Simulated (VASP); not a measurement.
Runs of VASP 6.6.1 on TiN (Osbornite). The structure is cubic, space group Fm-3m (No. 225). The conventional cell has a = 4.238 Å, b = 4.238 Å, c = 4.238 Å, α = 90.00°, β = 90.00°, γ = 90.00°. Ti (site symmetry m-3m) has 6 N at 2.12 Å within 2.8 Å. Within 2.8 Å of N (site symmetry m-3m) lie 6 Ti at 2.12 Å. 

```csv
level,gap on the mesh (eV),pressure (GPa)
revPBE,none,6.2
BLYP,none,11.6
PBE,none,(a)
RPBE,none,7.7
```

Alike in all rows: task single point; potentials or basis VASP PAW PBE potentials, release 64 (Ti_sv, N); no spin polarisation; cell as given; k mesh 5 × 5 × 5; cutoff (eV) 600; smearing fermi-dirac 0.1 eV.

Fill in the values left out.

(a) 2.4.

Caveats: all runs use coarse meshes; the PAW data sets were made with another functional, which shifts forces and pressure a little (some runs).

A gap of «none» marks levels without a gap at the run's occupations.
